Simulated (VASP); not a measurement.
Input of a VASP 6.6.1 run:

INCAR

```
SYSTEM = SiGeTe2S2
PREC     = Accurate       ! precision mode
ENCUT    = 600            ! plane-wave cutoff, eV
EDIFF    = 1E-6           ! SCF threshold, eV
ISMEAR   = 0              ! smearing method
SIGMA    = 0.1            ! smearing width, eV
LREAL    = .FALSE.        ! projectors in reciprocal space
LASPH    = .TRUE.         ! aspherical terms in the spheres
NELM     = 100            ! most SCF steps
ALGO     = Normal         ! electronic algorithm
ISIF     = 3              ! what is computed and relaxed
LWAVE    = .FALSE.        ! write WAVECAR
LCHARG   = .FALSE.        ! write CHGCAR
GGA      = PE             ! functional
IBRION   = 2              ! ionic algorithm
NSW      = 90             ! ionic steps
EDIFFG   = -0.04          ! ionic threshold
```

Contents of KPOINTS:

```
Automatic mesh
0
G
  6 6 2
  0 0 0
```

POSCAR

```
SiGeTe2S2
1.0
    4.2892396500      0.0000000000      0.0000000000
   -2.1446198200      3.7145905000      0.0000000000
    0.0000000000      0.0000000000     11.0938156700
Si Ge Te S
1 1 2 2
Direct
    0.0000000000      0.0000000000      0.0000000000
    0.0000000000      0.0000000000      0.5000000000
    0.0000000000      0.0000000000      0.7742676200
    0.0000000000      0.0000000000      0.2257323800
    0.3333333300      0.6666666700      0.0000000000
    0.6666666700      0.3333333300      0.0000000000
```

Potentials or basis: VASP PAW PBE potentials, release 64 (Si, Ge_d, Te, S).

Launch:

```bash
$ cat potpaw_PBE.64/Si/POTCAR potpaw_PBE.64/Ge_d/POTCAR potpaw_PBE.64/Te/POTCAR potpaw_PBE.64/S/POTCAR > POTCAR
$ mpirun -np 1 vasp_std > vasp.out
```

Task: Predict the relaxed cell.

Result: a = 4.479 Å, b = 4.479 Å, c = 10.510 Å, α = 90.00°, β = 90.00°, γ = 120.00°.

Task: What does it give for the space group after relaxing (to 0.05 Å)?

Result: P6/mmm (No. 191).

Task: Estimate the band gap on the k mesh.

Result: Zero (band 21 reaches 3.29 eV, above the bottom of band 22 at 2.48 eV).

Task: What does it give for the relaxed volume?

Result: 30.44 Å³/atom.

Step by step:
| step | energy change (eV) | largest force (eV/Å) | pressure (GPa) | volume (Å³) |
| --- | --- | --- | --- | --- |
| 1 | 0.0000 | 2.0135 | 1.11 | 176.76 |
| 2 | -0.4380 | 1.6220 | -0.67 | 181.98 |
| 3 | -1.0652 | 0.0965 | -2.53 | 197.72 |
| 4 | -1.0676 | 0.3306 | -2.58 | 195.98 |
| 5 | -0.7658 | 1.6437 | 3.33 | 178.33 |
| 6 | -1.1529 | 0.1160 | -1.04 | 189.79 |
| 7 | -1.1530 | 0.1311 | -0.98 | 189.62 |
| 8 | -1.1947 | 0.0120 | -0.20 | 182.62 |

Caveat: spin-orbit coupling is left out, which moves the levels of the heavy elements.
